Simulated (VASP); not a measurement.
Wanted: the native input for a VASP 6.6.1 run.

```yaml
Task: single point
Functional: PBE
Potentials_or_basis: VASP PAW PBE potentials, release 64 (In_d, P)
Cutoff: 520 eV
k_mesh: 20 × 20 × 20
Occupations: gaussian, width 0.15 eV
Spin: no spin polarisation
Dipole_correction: no
Further_INCAR_settings: ALGO = Normal; EDIFF = 1e-07; NBANDS = 16
```

The structure of InP lies in POSCAR:

```
InP
1.0
    0.0000000000      2.8322435095      2.7206531153
    2.8322435095      0.0000000000      2.7206531153
    2.8322435095      2.8322435095      0.0000000000
In P
1 1
Direct
    0.0000000000      0.0000000000      0.0000000000
    0.5000000000      0.5000000000      0.5000000000
```

This cell differs from its parent crystal: volume 21.824 Å^3 an atom, c/a of the conventional cell 0.9606.

The input as run:

INCAR

```
SYSTEM = InP
ALGO = Normal ; EDIFF = 1E-7
ENCUT = 520 ; GGA = PE
ISIF = 2 ; ISMEAR = 0
LASPH = .True. ; LCHARG = .False.
LREAL = .False. ; LWAVE = .False.
NBANDS = 16 ; NELM = 100
PREC = Accurate ; SIGMA = 0.15
```

KPOINTS

```
k-points
0
Gamma
  20 20 20
  0 0 0
```

Potentials or basis: VASP PAW PBE potentials, release 64 (In_d, P).

Run with:

```sh
$ cat potpaw_PBE.64/In_d/POTCAR potpaw_PBE.64/P/POTCAR > POTCAR
$ mpirun -np 1 vasp_std > vasp.out
```

Results of the run:

```
Pressure               : -1.6 GPa
Band gap on the k mesh : zero (band 9 reaches 7.00 eV, above the bottom of band 10 at 4.35 eV)
```

Caveat: spin-orbit coupling is left out, which moves the levels of the heavy elements.

It took 4 min on 1 thread of Intel(R) Xeon(R) 6975P-C (Granite Rapids) (shared host), peak memory 0.52 GiB.
